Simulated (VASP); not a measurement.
Here is a VASP 6.6.1 calculation.

INCAR

```
SYSTEM = FeO
PREC = Accurate
ENCUT = 600
EDIFF = 1E-6
ISMEAR = -1
SIGMA = 0.05
LREAL = .FALSE.
LASPH = .TRUE.
NELM = 150
ALGO = Normal
ISIF = 3
LWAVE = .FALSE.
LCHARG = .FALSE.
ISPIN = 2
MAGMOM = 3 0
LORBIT = 11
LMAXMIX = 4
GGA = RP
IVDW = 12
IBRION = 2
NSW = 60
EDIFFG = -0.01
```

KPOINTS

```
regular mesh
0
G
  11 11 11
  0 0 0
```

The input POSCAR:

```
FeO
1.0
    0.0000000000      2.1554000000      2.1554000000
    2.1554000000      0.0000000000      2.1554000000
    2.1554000000      2.1554000000      0.0000000000
Fe O
1 1
Direct
    0.0000000000      0.0000000000      0.0000000000
    0.5000000000      0.5000000000      0.5000000000
```

Potentials or basis: VASP PAW PBE potentials, release 64 (Fe, O).

Command:

```sh
$ cat potpaw_PBE.64/Fe/POTCAR potpaw_PBE.64/O/POTCAR > POTCAR
$ mpirun -np 1 vasp_std > vasp.out
```

(1) Predict the relaxed cell.

(2) Predict the relaxed volume.

Results:

(1) a = 2.992 Å, b = 2.992 Å, c = 2.992 Å, α = 60.00°, β = 60.00°, γ = 60.00°.

(2) 9.47 Å³/atom.

Caveat: the PAW data sets were made with another functional, which shifts forces and pressure a little; a cell with one magnetic atom can't hold antiferromagnetic order, which such compounds often take.
